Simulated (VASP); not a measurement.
# MgSe (Fm-3m) in VASP: G0W0 quasiparticle levels with PBE

Aim: the G0W0 quasiparticle levels of MgSe with PBE.

Everything below comes from runs of VASP 6.6.1. Logs are shortened: lines on timing, memory, paths and dates and some standing lists are left out, and cuts for length are marked.

## Step 1: The cell of the first run

It takes space group Fm-3m (No. 225, cubic). Conventional cell: a = 5.473 Å, b = 5.473 Å, c = 5.473 Å, α = 90.00°, β = 90.00°, γ = 90.00°. Within 3.6 Å of Mg (site symmetry m-3m) lie 6 Se at 2.74 Å. Se (site symmetry m-3m) has 6 Mg at 2.74 Å within 3.6 Å.

## Step 2: G0W0 quasiparticle levels, PBE

Contents of POSCAR:

```
MgSe
1.0
    0.0000000000      2.7362693765      2.7362693765
    2.7362693765      0.0000000000      2.7362693765
    2.7362693765      2.7362693765      0.0000000000
Mg Se
1 1
Direct
    0.0000000000      0.0000000000      0.0000000000
    0.5000000000      0.5000000000      0.5000000000
```

Contents of INCAR.step1:

```
  PREC = Accurate
  ENCUT = 500
  EDIFF = 1E-8
  ISMEAR = 0
  SIGMA = 0.01
  LREAL = F
  LASPH = T
  NELM = 80
  ALGO = Normal
  LWAVE = T
  LCHARG = F
  GGA = PE
```

Contents of INCAR.step2:

```
  PREC = Accurate
  ENCUT = 500
  EDIFF = 1E-8
  ISMEAR = 0
  SIGMA = 0.01
  LREAL = F
  LASPH = T
  NELM = 1
  ALGO = Exact
  LWAVE = T
  LCHARG = F
  GGA = PE
  NBANDS = 158
  LOPTICS = T
  ISTART = 1
```

Contents of INCAR.step3:

```
  PREC = Accurate
  ENCUT = 500
  EDIFF = 1E-8
  ISMEAR = 0
  SIGMA = 0.01
  LREAL = F
  LASPH = T
  ALGO = EVGW0
  LWAVE = F
  LCHARG = F
  GGA = PE
  NELMGW = 1
  NBANDS = 158
  ENCUTGW = 140.0
  NOMEGA = 48
  PRECFOCK = Fast
  ISTART = 1
  NBANDSGW = 12
```

Contents of KPOINTS:

```
regular mesh
0
Gamma
  4 4 4
```

Potentials or basis: VASP PAW PBE potentials, release 64 (Mg_GW, Se_GW).

The run is started by

```sh
> cat potpaw_PBE.64/Mg_GW/POTCAR potpaw_PBE.64/Se_GW/POTCAR > POTCAR
> cp INCAR.step1 INCAR
> mpirun -np 1 vasp_std > vasp.out
> cp INCAR.step2 INCAR
> mpirun -np 1 vasp_std > vasp.out
> cp INCAR.step3 INCAR
> mpirun -np 1 vasp_std > vasp.out
```

OUTCAR:

```text
PREC = Accurate
   ENCUT = 500
   EDIFF = 1E-8
   ISMEAR = 0
   LREAL = F
   LASPH = T
   GGA = PE
   NELMGW = 1
   ENCUTGW = 140.0
   PRECFOCK = Fast
   ISTART = 1

 ion  position               nearest neighbor table
   1  0.000  0.000  0.000-
   2  0.500  0.500  0.500-

  LATTYP: Found a face centered cubic cell.
 ALAT       =     5.4725387530

  Lattice vectors:

 A1 = (   0.0000000000,   2.7362693765,   2.7362693765)
 A2 = (   2.7362693765,   0.0000000000,   2.7362693765)
 A3 = (   2.7362693765,   2.7362693765,   0.0000000000)

Analysis of symmetry for initial positions (statically):
=====================================================================
 Subroutine PRICEL returns:
 Original cell was already a primitive cell.

 Routine SETGRP: Setting up the symmetry group for a
 face centered cubic supercell.

 Subroutine GETGRP returns: Found 48 space group operations
 (whereof 48 operations were pure point group operations)
 out of a pool of 48 trial point group operations.

The static configuration has the point symmetry O_h .

Analysis of symmetry for dynamics (positions and initial velocities):
=====================================================================
 Subroutine PRICEL returns:
 Original cell was already a primitive cell.

 Routine SETGRP: Setting up the symmetry group for a
 face centered cubic supercell.

 Subroutine GETGRP returns: Found 48 space group operations
 (whereof 48 operations were pure point group operations)
 out of a pool of 48 trial point group operations.

The dynamic configuration has the point symmetry O_h .

 Subroutine INISYM returns: Found 48 space group operations
 (whereof 48 operations are pure point group operations),
 and found     1 'primitive' translations

----------------------------------------------------------------------------------------

                                     Primitive cell

  volume of cell :      40.9738

  direct lattice vectors                    reciprocal lattice vectors
     0.000000000  2.736269377  2.736269377    -0.182730547  0.182730547  0.182730547
     2.736269377  0.000000000  2.736269377     0.182730547 -0.182730547  0.182730547
     2.736269377  2.736269377  0.000000000     0.182730547  0.182730547 -0.182730547

  length of vectors
     3.869669263  3.869669263  3.869669263     0.316498592  0.316498592  0.316498592

  position of ions in fractional coordinates (direct lattice)
     0.000000000  0.000000000  0.000000000
     0.500000000  0.500000000  0.500000000

  ion indices of the primitive-cell ions
   primitive index   ion index
                 1           1
                 2           2

----------------------------------------------------------------------------------------

 KPOINTS: regular mesh

Automatic generation of k-mesh.
 Grid dimensions read from file:
 generate k-points for:    4    4    4

 Generating k-lattice:

  Cartesian coordinates                     Fractional coordinates (reciprocal lattice)
    -0.045682637  0.045682637  0.045682637     0.250000000  0.000000000  0.000000000
     0.045682637 -0.045682637  0.045682637     0.000000000  0.250000000  0.000000000
     0.045682637  0.045682637 -0.045682637     0.000000000  0.000000000  0.250000000

  Length of vectors
     0.079124648  0.079124648  0.079124648

  Shift w.r.t. Gamma in fractional coordinates (k-lattice)
     0.000000000  0.000000000  0.000000000

 Subroutine IBZKPT returns following result:
 ===========================================

 Found      8 irreducible k-points:

 Following reciprocal coordinates:
            Coordinates               Weight
  0.000000  0.000000  0.000000      1.000000
  0.250000  0.000000  0.000000      8.000000
  0.500000  0.000000  0.000000      4.000000
  0.250000  0.250000  0.000000      6.000000
  0.500000  0.250000  0.000000     24.000000
 -0.250000  0.250000  0.000000     12.000000
  0.500000  0.500000  0.000000      3.000000
 -0.250000  0.500000  0.250000      6.000000
   k-points           NKPTS =      8   k-points in BZ     NKDIM =     64   number of bands    NBANDS=    158
   number of dos      NEDOS =    301   number of ions     NIONS =      2
   total plane-waves  NPLWV =  21952
   dimension x,y,z NGX =    28 NGY =   28 NGZ =   28
   dimension x,y,z NGXF=    56 NGYF=   56 NGZF=   56
   ions per type =               1   1
   NGX,Y,Z   is equivalent  to a cutoff of  12.03, 12.03, 12.03 a.u.
   NGXF,Y,Z  is equivalent  to a cutoff of  24.06, 24.06, 24.06 a.u.
 SYSTEM =  unknown system
   PREC   = accura    normal or accurate (medium, high low for compatibility)
   ISTART =      1    job   : 0-new  1-cont  2-samecut
   ICHARG =      0    charge: 1-file 2-atom 10-const
   ISPIN  =      1    spin polarized calculation?
   LNONCOLLINEAR =      F non collinear calculations
   LSORBIT =      F    spin-orbit coupling
   LASPH  =      T    aspherical Exc in radial PAW
   ENCUT  =  500.0 eV  36.75 Ry    6.06 a.u.   7.06  7.06  7.06*2*pi/ulx,y,z
   NELM   =     60;   NELMIN=  2; NELMDL=  0     # of ELM steps
   EDIFF  = 0.1E-07   stopping-criterion for ELM
   LREAL  =      F    real-space projection
   EDIFFG = 0.1E-06   stopping-criterion for IOM
   NSW    =      0    number of steps for IOM
   IBRION =     -1    ionic relax: 0-MD 1-quasi-New 2-CG
   NFREE  =      0    steps in history (QN), initial steepest desc. (CG)
   ISIF   =      0    stress and relaxation
   ISYM   =      3    0-nonsym 1-usesym 2-fastsym
   POTIM  = 0.5000    time-step for ionic-motion
   TEBEG  =    0.0;   TEEND  =   0.0 temperature during run
   PSTRESS=    0.0 pullay stress
   NELECT =       8.0000    total number of electrons
   NUPDOWN=      -1.0000    fix difference up-down
   EMIN   =  10.00;   EMAX   =-10.00  energy-range for DOS
   EFERMI =   0.00;   METHOD = LEGACY
   ISMEAR =     0;   SIGMA  =   0.01  broadening in eV -4-tet -1-fermi 0-gaus
   EFERMI_NEDOS =   21; number of points for ismear=-14 and -15
   IALGO  =     38    algorithm
   IMIX   =      4    mixing-type and parameters
     AMIX     =   0.40;   BMIX     =  1.00
     AMIX_MAG =   1.60;   BMIX_MAG =  1.00
  volume/ion in A,a.u.               =      20.49       138.25
  Fermi-wavevector in a.u.,A,eV,Ry     =   0.949735  1.794740 12.272420  0.901997
  Thomas-Fermi vector in A             =   2.078046
   LORBIT       =      0    0 simple, 1 ext, 2 COOP (PROOUT), +10 PAW based schemes
   GGA     = PE    functional components
   LHFCALC =     T    Hartree Fock is set to
   PRECFOCK=fast      Normal, Fast or Accurate (Low or Medium for compatibility)
   ENCUT4O =  -1.0   cutoff for four orbital integrals eV
   NKREDX  =     1    reduce k-point grid by
   NKREDY  =     1    reduce k-point grid by
   NKREDZ  =     1    reduce k-point grid by
   AEXX    =    1.0000 exact exchange contribution
   HFSCREEN=    0.0000 screening length (either q_TF or 0.3 A-1)
   HFSCREENC=   0.0000 screening length for correlation (either q_TF or 0.3 A-1)
   ENCUTFOCK=  -1.0 apply spherical cutoff to Coloumb kernel
   IVDW    =     0    specifies the selected vdW correction
   LEPSILON=     F    determine dielectric tensor
   LRPA    =     F    only Hartree local field effects (RPA)
   LRPAFORCE           =     F    calculate RPA forces
   ENCUTGW             = 140.0    cutoff for response function in eV
   ENCUTGWSOFT         = 112.0    soft cutoff for Coulomb kernel in GW response function in eV
   ENCUTLF             =  -1.0    cutoff for local field effects
   NELMGW              =     1    number of iterations in solving QP/BSE equation
   NELMHF              =     1    number of iterations in the inner HF iteration
   NKREDLFX            =     1    NKREDLFY  =   1   NKREDLFZ  =   1
 non-spin polarized calculation
 Gauss-broadening in eV      SIGMA  =   0.01
  energy-cutoff  :      500.00
  volume of cell :       40.97
 maximum number of plane-waves:      1056
  NGX = 16; NGY = 16; NGZ = 16
   NGX = 15   NGY = 15   NGZ = 15
 maximum number of plane-waves:       169

 QP shifts <psi_nk| G(iteration)W_0 |psi_nk>: iteration 1
 for sc-GW calculations column KS-energies equals QP-energies in previous step
 and V_xc(KS)=  KS-energies - (<T + V_ion + V_H > + <T+V_H+V_ion>^1  + <V_x>^1)

 k-point   1 :       0.0000    0.0000    0.0000
  band No.  KS-energies  QP-energies   sigma(KS)   V_xc(KS)     V^pw_x(r,r')   Z            occupation Imag(sigma)

      1      -9.7156     -10.5565     -13.2364     -12.0301     -19.6848       0.6971       2.0000       1.3597
      2       3.1628       2.2960     -13.2563     -12.1323     -14.7845       0.7712       2.0000       0.0837
      3       3.1628       2.2960     -13.2563     -12.1323     -14.7845       0.7712       2.0000       0.0837
      4       3.1628       2.2960     -13.2563     -12.1323     -14.7845       0.7712       2.0000       0.0837
      5       5.6511       6.1598      -8.8187      -9.4640      -5.0484       0.7883       0.0000      -0.0718
      6      10.5555      10.8063      -8.2094      -8.5325      -3.7799       0.7763       0.0000      -0.1207
      7      10.5555      10.8063      -8.2094      -8.5325      -3.7799       0.7763       0.0000      -0.1207
      8      10.5555      10.8063      -8.2094      -8.5325      -3.7799       0.7763       0.0000      -0.1207
      9      13.0880      13.4462      -8.9098      -9.3833      -4.0219       0.7564       0.0000      -0.2015
     10      13.0880      13.4462      -8.9098      -9.3833      -4.0219       0.7564       0.0000      -0.2015
     11      14.1088      14.0536      -7.1870      -7.1137      -1.8206       0.7536       0.0000      -0.2969
     12      14.2639      14.6206      -7.8097      -8.2936      -2.1527       0.7370       0.0000      -0.3779

 k-point   2 :       0.2500    0.0000    0.0000
  band No.  KS-energies  QP-energies   sigma(KS)   V_xc(KS)     V^pw_x(r,r')   Z            occupation Imag(sigma)
[... 97 lines left out ...]
      1      -8.2656      -8.9152     -13.9293     -13.0046     -20.0065       0.7026       2.0000       1.0974
      2      -0.1161      -1.1237     -11.7407     -10.3731     -14.1204       0.7368       2.0000       0.1370
      3      -0.1161      -1.1237     -11.7407     -10.3731     -14.1204       0.7368       2.0000       0.1370
      4       0.6292      -0.2578     -11.6164     -10.4327     -13.5886       0.7493       2.0000       0.1101
      5       7.6321       8.0293      -9.2940      -9.8077      -5.4194       0.7732       0.0000      -0.0853
      6      10.0619      10.4501      -8.1893      -8.6981      -3.5356       0.7630       0.0000      -0.1439
      7      10.7012      10.9404      -8.8301      -9.1420      -4.2796       0.7672       0.0000      -0.1333
      8      10.7012      10.9404      -8.8301      -9.1420      -4.2796       0.7672       0.0000      -0.1333
      9      16.1298      16.4802      -8.8378      -9.3091      -2.8702       0.7434       0.0000      -0.5587
     10      16.1298      16.4802      -8.8378      -9.3091      -2.8702       0.7434       0.0000      -0.5587
     11      17.8112      18.2554      -9.1188      -9.7030      -3.2807       0.7605       0.0000      -0.5987
     12      19.4194      19.6829      -9.9757     -10.3265      -3.9710       0.7509       0.0000      -0.6395
```

Run time: 3.4 min. Hardware: 1 thread of Intel Xeon 8259CL, shared host; peak memory 0.39 GiB.

Results:

* Band gap on the k mesh, mean-field level: 1.75 eV, indirect (least direct gap 2.49 eV)
* Quasiparticle gap: 2.98 eV
* Least direct quasiparticle gap: 3.86 eV

Levels at points of the mesh, in eV from the valence-band top:
| k point | band 1 | band 2 | band 3 | band 4 | band 5 | band 6 | band 7 | band 8 |
| --- | --- | --- | --- | --- | --- | --- | --- | --- |
| (0.00, 0.00, 0.00) | -12.88 | 0.00 | 0.00 | 0.00 | 2.49 | 7.39 | 7.39 | 7.39 |
| (0.50, 0.00, 0.00) | -11.78 | -4.90 | -0.57 | -0.57 | 3.79 | 6.05 | 6.05 | 8.50 |
| (0.50, 0.50, 0.00) | -11.46 | -4.22 | -1.77 | -1.77 | 1.75 | 3.97 | 11.62 | 12.03 |

Caveat: the k points lie up to 0.50 Å⁻¹ apart; bands, screening cutoff and mesh are small and nothing is extrapolated, so the quasiparticle values aren't converged. A k mesh can miss the band edges.
